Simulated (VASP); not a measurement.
# Si3Cl2 (Im-3m) in VASP: single point with PBE

Aim: the single point of Si3Cl2 with PBE.

Program: VASP 6.6.1. These are calculated values, not measurements. Logs are shortened: lines on timing, memory, paths and dates and some standing lists are left out, and cuts for length are marked.

**1. The cell of the first run**

The structure is cubic, space group Im-3m (No. 229). Conventional cell: a = 7.634 Å, b = 7.634 Å, c = 7.634 Å, α = 90.00°, β = 90.00°, γ = 90.00°. Within 3.3 Å of Si (site symmetry 4mm) lie 1 Si at 2.51 Å and 4 Cl at 2.78 Å. Cl (site symmetry -3m) has 6 Si at 2.78 Å and 6 Cl at 3.82 Å within 3.9 Å.

The cell was built from a structure type or drawn by symmetry, and may not be a known phase.

**2. Single point, PBE**

INCAR reads:

```
SYSTEM = Si3Cl2
  PREC = Accurate
  ENCUT = 500
  EDIFF = 1E-6
  ISMEAR = 0
  SIGMA = 0.2
  LREAL = .False.
  LASPH = .True.
  NELM = 120
  ALGO = Normal
  ISIF = 2
  LWAVE = .False.
  LCHARG = .True.
  GGA = PE
  LELF = .True.
  LVHAR = .True.
  NBANDS = 37
  GGA_COMPAT = .False.
```

KPOINTS reads:

```
Automatic mesh
0
Gamma
  3 3 3
  0 0 0
```

POSCAR reads:

```
Si3Cl2
1.0
   -3.8172261188      3.8172261188      3.8172261188
    3.8172261188     -3.8172261188      3.8172261188
    3.8172261188      3.8172261188     -3.8172261188
Si Cl
6 4
Direct
    0.0000000000      0.6646110886      0.6646110886
    0.0000000000      0.3353889114      0.3353889114
    0.6646110886      0.0000000000      0.6646110886
    0.3353889114      0.0000000000      0.3353889114
    0.6646110886      0.6646110886      0.0000000000
    0.3353889114      0.3353889114      0.0000000000
    0.5000000000      0.5000000000      0.5000000000
    0.0000000000      0.0000000000      0.5000000000
    0.0000000000      0.5000000000      0.0000000000
    0.5000000000      0.0000000000      0.0000000000
```

Potentials or basis: VASP PAW PBE potentials, release 64 (Si, Cl).

Launch:

```bash
$ cat potpaw_PBE.64/Si/POTCAR potpaw_PBE.64/Cl/POTCAR > POTCAR
$ mpirun -np 1 vasp_std > vasp.out
```

OUTCAR:

```text
SYSTEM = Si3Cl2
   PREC = Accurate
   ENCUT = 500
   EDIFF = 1E-6
   ISMEAR = 0
   LREAL = .False.
   LASPH = .True.
   NELM = 120
   ISIF = 2
   GGA = PE

 ion  position               nearest neighbor table
   1  0.000  0.665  0.665-   2 2.51   8 2.78   9 2.78  10 2.78   7 2.78
   2  0.000  0.335  0.335-   1 2.51   7 2.78   8 2.78   9 2.78  10 2.78
   3  0.665  0.000  0.665-   4 2.51   8 2.78   9 2.78  10 2.78   7 2.78
   4  0.335  0.000  0.335-   3 2.51   7 2.78   8 2.78  10 2.78   9 2.78
   5  0.665  0.665  0.000-   6 2.51   8 2.78   9 2.78  10 2.78   7 2.78
   6  0.335  0.335  0.000-   5 2.51   7 2.78   9 2.78  10 2.78   8 2.78
   7  0.500  0.500  0.500-   1 2.78   3 2.78   5 2.78   6 2.78   4 2.78   2 2.78
   8  0.000  0.000  0.500-   1 2.78   2 2.78   3 2.78   4 2.78   6 2.78   5 2.78
   9  0.000  0.500  0.000-   1 2.78   2 2.78   4 2.78   5 2.78   6 2.78   3 2.78
  10  0.500  0.000  0.000-   2 2.78   3 2.78   4 2.78   5 2.78   6 2.78   1 2.78

  LATTYP: Found a body centered cubic cell.
 ALAT       =     7.6344522376

  Lattice vectors:

 A1 = (  -3.8172261188,   3.8172261188,   3.8172261188)
 A2 = (   3.8172261188,  -3.8172261188,   3.8172261188)
 A3 = (   3.8172261188,   3.8172261188,  -3.8172261188)

Analysis of symmetry for initial positions (statically):
=====================================================================
 Subroutine PRICEL returns:
 Original cell was already a primitive cell.

 Routine SETGRP: Setting up the symmetry group for a
 body centered cubic supercell.

 Subroutine GETGRP returns: Found 48 space group operations
 (whereof 48 operations were pure point group operations)
 out of a pool of 48 trial point group operations.

The static configuration has the point symmetry O_h .

Analysis of symmetry for dynamics (positions and initial velocities):
=====================================================================
 Subroutine PRICEL returns:
 Original cell was already a primitive cell.

 Routine SETGRP: Setting up the symmetry group for a
 body centered cubic supercell.

 Subroutine GETGRP returns: Found 48 space group operations
 (whereof 48 operations were pure point group operations)
 out of a pool of 48 trial point group operations.

The dynamic configuration has the point symmetry O_h .

 Subroutine INISYM returns: Found 48 space group operations
 (whereof 48 operations are pure point group operations),
 and found     1 'primitive' translations

----------------------------------------------------------------------------------------

                                     Primitive cell

  volume of cell :     222.4865

  direct lattice vectors                    reciprocal lattice vectors
    -3.817226119  3.817226119  3.817226119     0.000000000  0.130985167  0.130985167
     3.817226119 -3.817226119  3.817226119     0.130985167  0.000000000  0.130985167
     3.817226119  3.817226119 -3.817226119     0.130985167  0.130985167  0.000000000

  length of vectors
     6.611629582  6.611629582  6.611629582     0.185240999  0.185240999  0.185240999

  position of ions in fractional coordinates (direct lattice)
     0.000000000  0.664611089  0.664611089
     0.000000000  0.335388911  0.335388911
     0.664611089  0.000000000  0.664611089
     0.335388911  0.000000000  0.335388911
     0.664611089  0.664611089  0.000000000
     0.335388911  0.335388911  0.000000000
     0.500000000  0.500000000  0.500000000
     0.000000000  0.000000000  0.500000000
     0.000000000  0.500000000  0.000000000
     0.500000000  0.000000000  0.000000000

  ion indices of the primitive-cell ions
   primitive index   ion index
                 1           1
                 2           2
                 3           3
                 4           4
                 5           5
                 6           6
                 7           7
                 8           8
                 9           9
                10          10

----------------------------------------------------------------------------------------

 KPOINTS: Automatic mesh

Automatic generation of k-mesh.
 Grid dimensions read from file:
 generate k-points for:    3    3    3

 Generating k-lattice:

  Cartesian coordinates                     Fractional coordinates (reciprocal lattice)
     0.000000000  0.043661722  0.043661722     0.333333333  0.000000000  0.000000000
     0.043661722  0.000000000  0.043661722     0.000000000  0.333333333  0.000000000
     0.043661722  0.043661722  0.000000000     0.000000000  0.000000000  0.333333333

  Length of vectors
     0.061747000  0.061747000  0.061747000

  Shift w.r.t. Gamma in fractional coordinates (k-lattice)
     0.000000000  0.000000000  0.000000000

 Subroutine IBZKPT returns following result:
 ===========================================

 Found      4 irreducible k-points:

 Following reciprocal coordinates:
            Coordinates               Weight
  0.000000  0.000000  0.000000      1.000000
  0.333333  0.000000  0.000000     12.000000
  0.333333  0.333333  0.000000      8.000000
 -0.333333  0.333333  0.333333      6.000000
   k-points           NKPTS =      4   k-points in BZ     NKDIM =      4   number of bands    NBANDS=     37
   number of dos      NEDOS =    301   number of ions     NIONS =     10
   total plane-waves  NPLWV = 110592
   dimension x,y,z NGX =    48 NGY =   48 NGZ =   48
   dimension x,y,z NGXF=    96 NGYF=   96 NGZF=   96
   ions per type =               6   4
   NGX,Y,Z   is equivalent  to a cutoff of  12.07, 12.07, 12.07 a.u.
   NGXF,Y,Z  is equivalent  to a cutoff of  24.14, 24.14, 24.14 a.u.
 SYSTEM =  Si3Cl2
   PREC   = accura    normal or accurate (medium, high low for compatibility)
   ISTART =      0    job   : 0-new  1-cont  2-samecut
   ICHARG =      2    charge: 1-file 2-atom 10-const
   ISPIN  =      1    spin polarized calculation?
   LNONCOLLINEAR =      F non collinear calculations
   LSORBIT =      F    spin-orbit coupling
   LASPH  =      T    aspherical Exc in radial PAW
   ENCUT  =  500.0 eV  36.75 Ry    6.06 a.u.  12.05 12.05 12.05*2*pi/ulx,y,z
   NELM   =    120;   NELMIN=  2; NELMDL= -5     # of ELM steps
   EDIFF  = 0.1E-05   stopping-criterion for ELM
   LREAL  =      F    real-space projection
   EDIFFG = 0.1E-04   stopping-criterion for IOM
   NSW    =      0    number of steps for IOM
   IBRION =     -1    ionic relax: 0-MD 1-quasi-New 2-CG
   NFREE  =      0    steps in history (QN), initial steepest desc. (CG)
   ISIF   =      2    stress and relaxation
   ISYM   =      2    0-nonsym 1-usesym 2-fastsym
   POTIM  = 0.5000    time-step for ionic-motion
   TEBEG  =    0.0;   TEEND  =   0.0 temperature during run
   PSTRESS=    0.0 pullay stress
   NELECT =      52.0000    total number of electrons
   NUPDOWN=      -1.0000    fix difference up-down
   EMIN   =  10.00;   EMAX   =-10.00  energy-range for DOS
   EFERMI =   0.00;   METHOD = LEGACY
   ISMEAR =     0;   SIGMA  =   0.20  broadening in eV -4-tet -1-fermi 0-gaus
   EFERMI_NEDOS =   21; number of points for ismear=-14 and -15
   IALGO  =     38    algorithm
   IMIX   =      4    mixing-type and parameters
     AMIX     =   0.40;   BMIX     =  1.00
     AMIX_MAG =   1.60;   BMIX_MAG =  1.00
  volume/ion in A,a.u.               =      22.25       150.14
  Fermi-wavevector in a.u.,A,eV,Ry     =   1.008420  1.905637 13.835909  1.016911
  Thomas-Fermi vector in A             =   2.141286
   LORBIT       =      0    0 simple, 1 ext, 2 COOP (PROOUT), +10 PAW based schemes
   GGA     = PE    functional components
   LHFCALC =     F    Hartree Fock is set to
   AEXX    =    0.0000 exact exchange contribution
   IVDW    =     0    specifies the selected vdW correction
   LEPSILON=     F    determine dielectric tensor
   LRPA    =     F    only Hartree local field effects (RPA)
 non-spin polarized calculation
 Gauss-broadening in eV      SIGMA  =   0.20
  energy-cutoff  :      500.00
  volume of cell :      222.49
 maximum number of plane-waves:      5656
   NGX = 25   NGY = 25   NGZ = 25

 number of electron      52.0000015 magnetization

 Free energy of the ion-electron system (eV)
  ---------------------------------------------------
  ext. energy  EPLUGINS =         0.00000000
  ---------------------------------------------------
  free energy    TOTEN  =       -32.70262237 eV

  energy without entropy =      -32.58062646  energy(sigma->0) =      -32.64162442

 E-fermi :   5.1044     XC(G=0):  -9.2806

 val. band max:        5.0977908330   @ k =   0.3333   0.0000   0.0000
 cond. band min:       5.1314018717   @ k =   0.3333   0.3333   0.0000
 fundamental gap:      0.0336110388
 Fermi energy:         5.1043886345

 k-point     1 :       0.0000    0.0000    0.0000
  band No.  band energies     occupation
      1     -12.1956      2.00000
      2     -11.6972      2.00000
      3     -11.6972      2.00000
      4     -11.6972      2.00000
      5      -3.0466      2.00000
      6      -2.9605      2.00000
[... 29 lines left out ...]
     36       7.4271      0.00000
     37       7.4271      0.00000

 k-point     2 :       0.3333    0.0000    0.0000
  band No.  band energies     occupation
      1     -12.0653      2.00000
      2     -11.8144      2.00000
      3     -11.7135      2.00000
      4     -11.7040      2.00000
      5      -3.6758      2.00000
      6      -3.6390      2.00000
[... 29 lines left out ...]
     36       8.0853      0.00000
     37       8.1657      0.00000

 k-point     3 :       0.3333    0.3333    0.0000
  band No.  band energies     occupation
      1     -11.8847      2.00000
      2     -11.8748      2.00000
      3     -11.8748      2.00000
      4     -11.6679      2.00000
      5      -3.8631      2.00000
      6      -3.8007      2.00000
[... 29 lines left out ...]
     36       8.2924      0.00000
     37       8.8158      0.00000

 k-point     4 :      -0.3333    0.3333    0.3333
  band No.  band energies     occupation
      1     -11.9869      2.00000
      2     -11.8601      2.00000
      3     -11.8601      2.00000
      4     -11.5690      2.00000
      5      -4.2446      2.00000
      6      -4.1132      2.00000
[... 29 lines left out ...]
     36       8.6366      0.00000
     37       8.6586      0.00000

------------------------ aborting loop because EDIFF is reached ----------------------------------------

  FORCE on cell =-STRESS in cart. coord.  units (eV):
  Direction    XX          YY          ZZ          XY          YZ          ZX
  --------------------------------------------------------------------------------------
  -------------------------------------------------------------------------------------
  Total       -0.1228893     -0.1228893     -0.1228893     -0.0000000      0.0000000      0.0000000
  in kB       -0.8849546     -0.8849546     -0.8849546     -0.0000000      0.0000000      0.0000000
  external PRESSURE =      -0.8849546 kB  Pullay stress =       0.0000000 kB

 VOLUME and BASIS-vectors are now :
 -----------------------------------------------------------------------------
  energy-cutoff  :      500.00
  volume of cell :      222.49
      direct lattice vectors                 reciprocal lattice vectors
    -3.817226119  3.817226119  3.817226119     0.000000000  0.130985167  0.130985167
     3.817226119 -3.817226119  3.817226119     0.130985167  0.000000000  0.130985167
     3.817226119  3.817226119 -3.817226119     0.130985167  0.130985167  0.000000000

 POSITION                                       TOTAL-FORCE (eV/Angst)
 -----------------------------------------------------------------------------------
      5.07394      0.00000      0.00000        -0.047959      0.000000     -0.000000
      2.56051      0.00000      0.00000         0.047959      0.000000     -0.000000
      0.00000      5.07394      0.00000         0.000000     -0.047959     -0.000000
      0.00000      2.56051      0.00000         0.000000      0.047959     -0.000000
      0.00000      0.00000      5.07394         0.000000      0.000000     -0.047959
      0.00000      0.00000      2.56051         0.000000      0.000000      0.047959
      1.90861      1.90861      1.90861         0.000000      0.000000     -0.000000
      1.90861      1.90861     -1.90861         0.000000      0.000000     -0.000000
      1.90861     -1.90861      1.90861         0.000000      0.000000      0.000000
     -1.90861      1.90861      1.90861         0.000000      0.000000     -0.000000
 -----------------------------------------------------------------------------------
    total drift:                                0.000000      0.000000     -0.000000

  FREE ENERGIE OF THE ION-ELECTRON SYSTEM (eV)
  ---------------------------------------------------
  free  energy   TOTEN  =       -32.7026223678 eV

  energy  without entropy=      -32.5806264623  energy(sigma->0) =      -32.64162442
```

Run time: 45 s. Hardware: 1 thread of Intel Xeon Platinum 8488C (Sapphire Rapids), shared host; peak memory 0.3 GiB.

Results:

- Free energy: -32.7026 eV
- Pressure: -0.1 GPa
- Largest force: 0.048 eV/Å
- Band gap on the k mesh: zero (bands 26 and 27 overlap by 0.97 eV)

Forces in eV/Å, atoms in the order of the input:
```
Si  -0.048  0.000  0.000
Si   0.048  0.000  0.000
Si   0.000 -0.048  0.000
Si   0.000  0.048  0.000
Si   0.000  0.000 -0.048
Si   0.000  0.000  0.048
Cl   0.000  0.000  0.000
Cl   0.000  0.000  0.000
Cl   0.000  0.000  0.000
Cl   0.000  0.000  0.000
```

Caveat: the k points lie up to 0.39 Å⁻¹ apart, too coarse for converged energies and pressures of a metal.
